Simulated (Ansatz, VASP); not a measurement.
# SnO2: VASP beside Ansatz

INCAR

```
ALGO = Normal
EDIFF = 1E-6
ENCUT = 520
GGA = PE
ISIF = 2
ISMEAR = 0
IVDW = 12
LASPH = T
LCHARG = T
LELF = T
LREAL = F
LVHAR = T
LWAVE = F
NBANDS = 35
NELM = 100
PREC = Accurate
SIGMA = 0.05
```

Contents of KPOINTS:

```
k-points
0
Gamma
  8 6 6
```

File POSCAR:

```
SnO2
1.0
    1.6186264610     -2.8035432689      0.0000000000
    1.6186264610      0.9345144230      4.2918257460
   -4.8558793830     -2.8035432689      0.0000000000
Sn O
2 4
Direct
    0.5252065569      0.4385267298     -0.0188144674
   -0.0252065569      0.5614732702      0.5188144674
    0.4880450562      0.7536670303      0.7751600430
    1.0119549438      0.7079330855      0.2120399956
    0.4880450562      0.2920669145      0.2879600044
    1.0119549438      0.2463329697      0.7248399570
```

Input for Ansatz:

```yaml
crystal:
  lattice:
    - [1.618626461, -2.8035432689, 0.0]
    - [1.618626461, 0.934514423, 4.291825746]
    - [-4.855879383, -2.8035432689, 0.0]
  atoms:
    - { symbol: Sn, position: [0.5252065569, 0.4385267298, -0.0188144674] }
    - { symbol: Sn, position: [-0.0252065569, 0.5614732702, 0.5188144674] }
    - { symbol: O, position: [0.4880450562, 0.7536670303, 0.775160043] }
    - { symbol: O, position: [1.0119549438, 0.7079330855, 0.2120399956] }
    - { symbol: O, position: [0.4880450562, 0.2920669145, 0.2879600044] }
    - { symbol: O, position: [1.0119549438, 0.2463329697, 0.724839957] }
basis:
  ecutwfc: 520.0
kpoints:
  mp_grid: { grid: [8, 6, 6] }
hamiltonian:
  xc: pbe
  pseudopotentials: { kind: paw, azcp: { folder: soft_1 } }
  dispersion: d3bj
scf:
  occupations: { method: gaussian, width: 0.05 }
output:
  forces: true
  stress: true
  eigenvalues: true
  write_density: true
  write_potential: true
  elf: true
  volumetric_format: npy
```

Change from the starting cell: mode 4 frozen in at -0.264 Å and mode 5 at -0.082 Å (largest displacements).

Alike in both runs: task single point; functional PBE; dispersion D3(BJ); k mesh 8 × 6 × 6; occupations gaussian, width 0.05 eV; no spin polarisation.

|  | VASP | Ansatz |
| --- | --- | --- |
| version | VASP 6.6.1 | Ansatz 0.2.0 |
| potentials or method | VASP PAW PBE potentials, release 64 (Sn_d, O), cutoff 520 eV | scalar-relativistic, plane waves, PAW |
| valence electrons in the cell | 52 | 52 |

VASP gave:

| Quantity | Value |
| --- | --- |
| gap on the k mesh at the Fermi level (eV) | 1.05 |
| least direct gap on the mesh (eV) | 1.12 |
| pressure (GPa) | -2.1 |
| traceless stress, the component that is largest in VASP (GPa) | -1.61 |
| rms of the force components (eV/Å) | 0.359 |

Problem. What did Ansatz give for the same quantities?

Solution. gap on the k mesh at the Fermi level (eV): 1.08; least direct gap on the mesh (eV): 1.16; pressure (GPa): -2.7; traceless stress, the component that is largest in VASP (GPa): -1.17; rms of the force components (eV/Å): 0.361.

Atom by atom the forces differ by 0.028 eV/Å (rms over components).
